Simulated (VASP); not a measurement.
Here is a VASP 6.6.1 calculation.

The input INCAR:

```
ALGO = Normal ; EDIFF = 1E-6
ENCUT = 520 ; GGA = PE
ISIF = 2 ; ISMEAR = 0
LASPH = T ; LCHARG = F
LREAL = F ; LWAVE = F
NBANDS = 26 ; NELM = 60
PREC = Accurate ; SIGMA = 0.02
```

Contents of KPOINTS:

```
k-points
0
Gamma
  12 12 6
```

POSCAR

```
ZnS
1.0
    3.8835696236      0.0000000000      0.0000000000
   -1.9417848118      3.3632699514      0.0000000000
    0.0000000000      0.0000000000      6.3677664952
Zn S
2 2
Direct
    0.3333333333      0.6666666667      0.0052197924
    0.6666666667      0.3333333333      0.5052197924
    0.3333333333      0.6666666667      0.3797802076
    0.6666666667      0.3333333333      0.8797802076
```

Potentials or basis: VASP PAW PBE potentials, release 64 (Zn, S).

The run is started by

```console
$ cat potpaw_PBE.64/Zn/POTCAR potpaw_PBE.64/S/POTCAR > POTCAR
$ mpirun -np 1 vasp_std > vasp.out
```

(1) Estimate the band gap on the k mesh.

(2) Estimate the largest force.

(3) What does it give for the pressure?

Results:

(1) 1.95 eV, direct.

(2) 0.005 eV/Å.

(3) -1.8 GPa.
